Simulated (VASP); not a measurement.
# Zr (Fd-3m) in VASP: further runs, part 2 of 2

VASP 6.6.1. The steps go on from the part before.

## Step 3: Single point, PBEsol (16.77 Å³/atom)

This run uses another cell than the first one, of 16.77 Å³/atom.

Input file INCAR:

```
SYSTEM = Zr
PREC = Accurate ; ENCUT = 520
EDIFF = 1E-7 ; ISMEAR = -1
SIGMA = 0.1 ; LREAL = .FALSE.
LASPH = .TRUE. ; NELM = 100
ALGO = Normal ; ISIF = 2
LWAVE = .FALSE. ; LCHARG = .FALSE.
GGA = PS ; NBANDS = 19
```

Input file KPOINTS:

```
regular mesh
0
G
  12 12 12
  0 0 0
```

Input file POSCAR:

```
Zr
1.0
    0.0000000000      2.5597897141      2.5597897141
    2.5597897141      0.0000000000      2.5597897141
    2.5597897141      2.5597897141      0.0000000000
Zr
2
Direct
   -0.1250000000     -0.1250000000     -0.1250000000
    0.1250000000      0.1250000000      0.1250000000
```

Potentials or basis: VASP PAW PBE potentials, release 64 (Zr_sv).

The run is started by

```bash
cat potpaw_PBE.64/Zr_sv/POTCAR > POTCAR
mpirun -np 1 vasp_std > vasp.out
```

OUTCAR:

```text
SYSTEM = Zr
   PREC = Accurate
   ENCUT = 520
   EDIFF = 1E-7
   ISMEAR = -1
   LREAL = .FALSE.
   LASPH = .TRUE.
   NELM = 100
   ISIF = 2
   GGA = PS

 ion  position               nearest neighbor table
   1  0.875  0.875  0.875-   2 2.22   2 2.22   2 2.22   2 2.22
   2  0.125  0.125  0.125-   1 2.22   1 2.22   1 2.22   1 2.22

  LATTYP: Found a face centered cubic cell.
 ALAT       =     5.1195794282

  Lattice vectors:

[... 715 lines left out ...]

------------------------ aborting loop because EDIFF is reached ----------------------------------------

  FORCE on cell =-STRESS in cart. coord.  units (eV):
  Direction    XX          YY          ZZ          XY          YZ          ZX
  --------------------------------------------------------------------------------------
  -------------------------------------------------------------------------------------
  Total       15.1991233     15.1991233     15.1991233     -0.0000000      0.0000000     -0.0000000
  in kB      725.9158123    725.9158123    725.9158123     -0.0000000      0.0000000     -0.0000000
  external PRESSURE =     725.9158123 kB  Pullay stress =       0.0000000 kB

 VOLUME and BASIS-vectors are now :
 -----------------------------------------------------------------------------
  energy-cutoff  :      520.00
  volume of cell :       33.55
      direct lattice vectors                 reciprocal lattice vectors
     0.000000000  2.559789714  2.559789714    -0.195328545  0.195328545  0.195328545
     2.559789714  0.000000000  2.559789714     0.195328545 -0.195328545  0.195328545
     2.559789714  2.559789714  0.000000000     0.195328545  0.195328545 -0.195328545

 POSITION                                       TOTAL-FORCE (eV/Angst)
 -----------------------------------------------------------------------------------
      4.47963      4.47963      4.47963        -0.000000      0.000000      0.000000
      0.63995      0.63995      0.63995         0.000000     -0.000000     -0.000000
 -----------------------------------------------------------------------------------
    total drift:                                0.000000     -0.000000     -0.000000

  FREE ENERGIE OF THE ION-ELECTRON SYSTEM (eV)
  ---------------------------------------------------
  free  energy   TOTEN  =       -10.1835053521 eV

  energy  without entropy=      -10.0905771354  energy(sigma->0) =      -10.13704124
```

OSZICAR:

```text
N       E                     dE             d eps       ncg     rms          rms(c)
DAV:   1     0.242078129335E+03    0.24208E+03   -0.13506E+04  2736   0.130E+03
DAV:   2     0.413057702355E+01   -0.23795E+03   -0.23294E+03  3093   0.391E+02
DAV:   3    -0.101053615058E+02   -0.14236E+02   -0.13960E+02  5138   0.758E+01
DAV:   4    -0.103107628738E+02   -0.20540E+00   -0.20349E+00  3288   0.860E+00
DAV:   5    -0.103141551551E+02   -0.33923E-02   -0.33890E-02  3674   0.897E-01    0.471E+01
DAV:   6    -0.101977106925E+02    0.11644E+00   -0.12446E-01  4408   0.269E+00    0.266E+01
DAV:   7    -0.101825041929E+02    0.15206E-01   -0.18113E-01  4417   0.278E+00    0.102E+00
DAV:   8    -0.101835838565E+02   -0.10797E-02   -0.11968E-02  3290   0.111E+00    0.136E-01
DAV:   9    -0.101835172967E+02    0.66560E-04   -0.75077E-04  3690   0.183E-01    0.220E-02
DAV:  10    -0.101835062926E+02    0.11004E-04   -0.38059E-05  3543   0.523E-02    0.155E-02
DAV:  11    -0.101835063109E+02   -0.18234E-07   -0.28389E-06  3658   0.158E-02    0.840E-03
DAV:  12    -0.101835053106E+02    0.10003E-05   -0.86410E-07  3717   0.884E-03    0.718E-04
DAV:  13    -0.101835053521E+02   -0.41522E-07   -0.42918E-08  2105   0.146E-03
   1 F= -.10183505E+02 E0= -.10137041E+02  d E =-.929282E-01
```

stdout:

```text
POSCAR found type information on POSCAR Zr
 POSCAR found :  1 types and       2 ions
 scaLAPACK will be used
 -----------------------------------------------------------------------------
|                                                                             |
|                                                                             |
|     You enforced a specific xc type in the INCAR file but a different       |
|     I HOPE YOU KNOW WHAT YOU ARE DOING!                                     |
|                                                                             |
 -----------------------------------------------------------------------------

 LDA part: xc-table for (Slater+PW92), standard interpolation
 POSCAR, INCAR and KPOINTS ok, starting setup
 FFT: planning ... GRIDC
 FFT: planning ... GRID_SOFT
 FFT: planning ... GRID
 WAVECAR not read
 entering main loop
```

Wall time 22 s (1 thread of Intel Xeon 6975P-C (Granite Rapids), shared host); peak memory 0.17 GiB.

What came out:

```yaml
Free_energy: -10.1835 eV
Pressure: 72.6 GPa
Band_gap_on_the_k_mesh: zero (bands 12 and 13 overlap by 2.68 eV)
```

Levels at points of the mesh, in eV from the Fermi level:
```
           k point  band 8  band 9  band 10  band 11  band 12  band 13  band 14  band 15  band 16  band 17
(0.00, 0.00, 0.00)  -25.36   -5.27    -3.06    -3.06    -0.05    -0.05    -0.05     4.22     4.22     4.22
(0.50, 0.00, 0.00)  -24.66   -3.36    -2.61    -2.61    -1.37    -1.19    -1.19     3.17     6.16     6.16
(0.50, 0.50, 0.00)  -23.88   -4.61    -4.61    -1.20    -1.20     1.48     1.48     3.77     3.77     8.09
```

Caveat: the cell stands under pressure; the PAW data sets were made with another functional, which shifts forces and pressure a little.

## Step 4: Single point, PBEsol (16.77 Å³/atom)

This run uses another cell than the first one, of 16.77 Å³/atom.

Input file INCAR:

```
ALGO = Normal
EDIFF = 1E-6
ENCUT = 520
GGA = PS
ISIF = 2
ISMEAR = -1
LASPH = True
LCHARG = False
LREAL = False
LWAVE = False
NBANDS = 19
NELM = 100
PREC = Accurate
SIGMA = 0.1
```

Input file KPOINTS:

```
k-points
0
Gamma
  12 12 12
```

POSCAR is that of step 3.

Potentials or basis: VASP PAW PBE potentials, release 64 (Zr_sv).

The run is started by

```bash
cat potpaw_PBE.64/Zr_sv/POTCAR > POTCAR
mpirun -np 1 vasp_std > vasp.out
```

OUTCAR:

```text
EDIFF = 1E-6
   ENCUT = 520
   GGA = PS
   ISIF = 2
   ISMEAR = -1
   LASPH = True
   LREAL = False
   NELM = 100
   PREC = Accurate

 ion  position               nearest neighbor table
   1  0.875  0.875  0.875-   2 2.22   2 2.22   2 2.22   2 2.22
   2  0.125  0.125  0.125-   1 2.22   1 2.22   1 2.22   1 2.22

  LATTYP: Found a face centered cubic cell.
 ALAT       =     5.1195794282

  Lattice vectors:

 A1 = (   0.0000000000,   2.5597897141,   2.5597897141)
 A2 = (   2.5597897141,   0.0000000000,   2.5597897141)
 A3 = (   2.5597897141,   2.5597897141,   0.0000000000)

Analysis of symmetry for initial positions (statically):
=====================================================================
 Subroutine PRICEL returns:
 Original cell was already a primitive cell.

 Routine SETGRP: Setting up the symmetry group for a
 face centered cubic supercell.

 Subroutine GETGRP returns: Found 48 space group operations
 (whereof 12 operations were pure point group operations)
 out of a pool of 48 trial point group operations.

[... 159 lines left out ...]
  free energy    TOTEN  =       -10.18350631 eV

  energy without entropy =      -10.09058053  energy(sigma->0) =      -10.13704342

 E-fermi :  12.7720     XC(G=0): -12.4673

 val. band max:       12.7710334361   @ k =  -0.0833   0.0833   0.0000
 cond. band min:      12.7726651960   @ k =   0.2500   0.0000   0.0000
 fundamental gap:      0.0016317599
 Fermi energy:        12.7720020167

 k-point     1 :       0.0000    0.0000    0.0000
  band No.  band energies     occupation
      1     -37.5018      2.00000
      2     -33.9677      2.00000
      3     -16.0264      2.00000
      4     -16.0264      2.00000
      5     -16.0264      2.00000
      6     -12.5886      2.00000
[... 505 lines left out ...]
      6     -12.6153      2.00000
[... 11 lines left out ...]
     18      19.4217      0.00000
     19      20.8747      0.00000

 [... further k-points ...]

------------------------ aborting loop because EDIFF is reached ----------------------------------------

  FORCE on cell =-STRESS in cart. coord.  units (eV):
  Direction    XX          YY          ZZ          XY          YZ          ZX
  --------------------------------------------------------------------------------------
  -------------------------------------------------------------------------------------
  Total       15.1881196     15.1881196     15.1881196      0.0000000      0.0000000     -0.0000000
  in kB      725.3902683    725.3902683    725.3902683      0.0000000      0.0000000     -0.0000000
  external PRESSURE =     725.3902683 kB  Pullay stress =       0.0000000 kB

 VOLUME and BASIS-vectors are now :
 -----------------------------------------------------------------------------
  energy-cutoff  :      520.00
  volume of cell :       33.55
      direct lattice vectors                 reciprocal lattice vectors
     0.000000000  2.559789714  2.559789714    -0.195328545  0.195328545  0.195328545
     2.559789714  0.000000000  2.559789714     0.195328545 -0.195328545  0.195328545
     2.559789714  2.559789714  0.000000000     0.195328545  0.195328545 -0.195328545

 POSITION                                       TOTAL-FORCE (eV/Angst)
 -----------------------------------------------------------------------------------
      4.47963      4.47963      4.47963        -0.000000     -0.000000     -0.000000
      0.63995      0.63995      0.63995         0.000000      0.000000      0.000000
 -----------------------------------------------------------------------------------
    total drift:                                0.000000     -0.000000     -0.000000

  FREE ENERGIE OF THE ION-ELECTRON SYSTEM (eV)
  ---------------------------------------------------
  free  energy   TOTEN  =       -10.1835063059 eV

  energy  without entropy=      -10.0905805278  energy(sigma->0) =      -10.13704342
```

It took 20 s on 1 thread of Intel Xeon 6975P-C (Granite Rapids), shared host; peak memory 0.17 GiB.

What came out:

| Property | Result |
| --- | --- |
| Free energy | -10.1835 eV |
| Pressure | 72.5 GPa |
| Band gap on the k mesh | zero (bands 12 and 13 overlap by 2.68 eV) |

Caveat: the cell stands under pressure; the PAW data sets were made with another functional, which shifts forces and pressure a little.
